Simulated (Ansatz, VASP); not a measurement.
# Two plane-wave programs on AlN

The input POSCAR:

```
AlN
1.0
    0.0000000000      2.1984575146      2.1984575146
    2.1984575146      0.0000000000      2.1984575146
    2.1984575146      2.1984575146      0.0000000000
Al N
1 1
Direct
    0.0000000000      0.0000000000      0.0000000000
    0.2500000000      0.2500000000      0.2500000000
```

INCAR.step1

```
SYSTEM = AlN
  ALGO = Normal
  EDIFF = 1E-5
  ENCUT = 520
  GGA = PE
  ISIF = 2
  ISMEAR = -1
  LASPH = .True.
  LCHARG = .False.
  LREAL = .False.
  LWAVE = .True.
  NBANDS = 11
  NELM = 60
  PREC = Accurate
  SIGMA = 0.05
```

Contents of INCAR.step2:

```
SYSTEM = AlN
  AEXX = 1.0
  AGGAC = 0.0
  ALDAC = 0.0
  ALGO = Normal
  EDIFF = 1E-6
  ENCUT = 520
  GGA = PE
  ISIF = 2
  ISMEAR = -1
  ISTART = 1
  LASPH = .True.
  LCHARG = .False.
  LHFCALC = .True.
  LREAL = .False.
  LWAVE = .False.
  NBANDS = 11
  NELM = 60
  PREC = Accurate
  PRECFOCK = Normal
  SIGMA = 0.05
```

File KPOINTS:

```
k-points
0
Gamma
  5 5 5
  0 0 0
```

File input.yaml:

```yaml
crystal:
  lattice:
    - [0.0, 2.1984575146, 2.1984575146]
    - [2.1984575146, 0.0, 2.1984575146]
    - [2.1984575146, 2.1984575146, 0.0]
  atoms:
    - { symbol: Al, position: [0.0, 0.0, 0.0] }
    - { symbol: "N", position: [0.25, 0.25, 0.25] }
hamiltonian:
  xc: hf
  pseudopotentials: { kind: paw }
kpoints:
  mp_grid: { grid: [5, 5, 5] }
scf:
  occupations: { method: fermi_dirac, width: 0.05 }
output:
  forces: true
  stress: true
  eigenvalues: true
  write_density: true
  write_potential: true
  elf: true
  volumetric_format: npy
```

Alike in both runs: task single point; functional HF; k mesh 5 × 5 × 5; occupations fermi-dirac, width 0.05 eV; no spin polarisation.

|  | VASP | Ansatz |
| --- | --- | --- |
| version | VASP 6.6.1 | Ansatz 0.2.0 |
| potentials or method | VASP PAW PBE potentials, release 64 (Al, N) | Ansatz PAW |
| plane-wave cutoff (eV) | 520 | 420 |
| valence electrons in the cell | 8 | 8 |

```tsv
	VASP	Ansatz	Ansatz less VASP
gap on the k mesh at the Fermi level (eV)	12.14	12.70	+0.558
least direct gap on the mesh (eV)	12.14	13.31	+1.167
pressure (GPa)	-5.8	-5.5	+0.37
```

VASP's potentials were made for PBE, not for HF. One of these differences is far larger than is usual between the two programs; its cause wasn't traced.

The k mesh is coarse, so the values compare programs but aren't converged. Noted on Ansatz's run: odd divisions of the mesh miss points on the zone boundary, where band edges often lie, so the gap on the mesh can be too wide.
